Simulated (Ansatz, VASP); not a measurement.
Two plane-wave programs on Cu

```
Cu
1.0
    -1.39951    1.39951    1.35544
     1.39951   -1.39951    1.35544
     1.39951    1.39951   -1.35544
Cu
1
Cartesian
  0.0000 0.0000 0.0000
```

Change from the starting cell: strain -0.030 along x and y, -0.015 along z, atoms carried along.

Alike in both runs: task single point; functional r2SCAN; k mesh 24 × 24 × 24; occupations gaussian, width 0.15 eV; no spin polarisation.

|  | VASP | Ansatz |
| --- | --- | --- |
| version | VASP 6.6.1 | Ansatz 0.2.0 |
| potentials or method | VASP PAW PBE potentials, release 64 (Cu), cutoff 520 eV | scalar-relativistic, plane waves, PAW |
| valence electrons in the cell | 11 | 19 |

Ansatz gave:

```
gap on the k mesh at the Fermi level (eV)                     : none
pressure (GPa)                                                : 15.2
traceless stress, the component that is largest in VASP (GPa) : 0.11
```

Q: Estimate VASP's values.

A: gap on the k mesh at the Fermi level (eV): none; pressure (GPa): 15.9; traceless stress, the component that is largest in VASP (GPa): 0.10.

VASP's potentials were made for PBE, not for r2SCAN. A gap of «none» marks a metal or a gap that the smearing closes. VASP's potentials hold 11 valence electrons a cell and Ansatz's 19, so a difference there can come from the potentials and not from the codes.
